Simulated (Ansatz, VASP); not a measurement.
# AlGa2As3 in VASP and in Ansatz

```
Al Ga As
1.0
     4.44550    0.00000    0.00000
    -2.22275    3.84992    0.00000
     0.00000    0.00000    7.58826
Al Ga As
1 2 3
Direct
  0.66667 0.33333 0.00000
  0.33333 0.66667 0.25838
  0.33333 0.66667 0.74162
  0.66667 0.33333 0.50000
  0.00000 0.00000 0.00000
  0.00000 0.00000 0.50000
```

Change from the starting cell: species swapped into the Sr2Si3Ni type (P-6m2, No. 187).

Alike in both runs: task relaxation of cell and atoms; functional PBE; k mesh 12 × 12 × 6; occupations gaussian, width 0.1 eV; no spin polarisation.

|  | VASP | Ansatz |
| --- | --- | --- |
| version | VASP 6.6.1 | Ansatz 0.2.0 |
| potentials or method | VASP PAW PBE potentials, release 64 (Al, Ga_d, As), cutoff 600 eV | scalar-relativistic, plane waves, PAW |
| valence electrons in the cell | 44 | 74 |

```tsv
	VASP	Ansatz	Ansatz less VASP
gap on the k mesh at the Fermi level, each at its own relaxed structure (eV)	none	none	-
relaxed volume (Å³/atom)	21.69	21.65	-0.044
relaxed cell length with the largest relative difference (Å)	4.450	4.446	-0.0041
```

A gap of «none» marks a metal or a gap that the smearing closes. VASP's potentials hold 44 valence electrons a cell and Ansatz's 74, so a difference there can come from the potentials and not from the codes.
